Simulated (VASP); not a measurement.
A run of VASP 6.6.1 is set up as follows.

The input INCAR:

```
PREC = Accurate
ENCUT = 520
EDIFF = 1E-6
ISMEAR = 0
SIGMA = 0.01
LREAL = F
LASPH = T
NELM = 100
ALGO = Normal
ISIF = 2
LWAVE = F
LCHARG = F
GGA = PE
NBANDS = 12
```

The input KPOINTS:

```
Automatic mesh
0
Gamma
  4 4 4
```

POSCAR

```
LiCl
1.0
    0.0000000000      2.5560397678      2.5560397678
    2.5560397678      0.0000000000      2.5560397678
    2.5560397678      2.5560397678      0.0000000000
Li Cl
1 1
Direct
    0.0000000000      0.0000000000      0.0000000000
    0.5000000000      0.5000000000      0.5000000000
```

Potentials or basis: VASP PAW PBE potentials, release 64 (Li_sv, Cl).

Launch:

```bash
$ cat potpaw_PBE.64/Li_sv/POTCAR potpaw_PBE.64/Cl/POTCAR > POTCAR
$ mpirun -np 1 vasp_std > vasp.out
```

Problem. Predict the band gap on the k mesh.

Solution. 6.40 eV, direct.

Caveat: the k points lie up to 0.53 Å⁻¹ apart. A k mesh can miss the band edges.
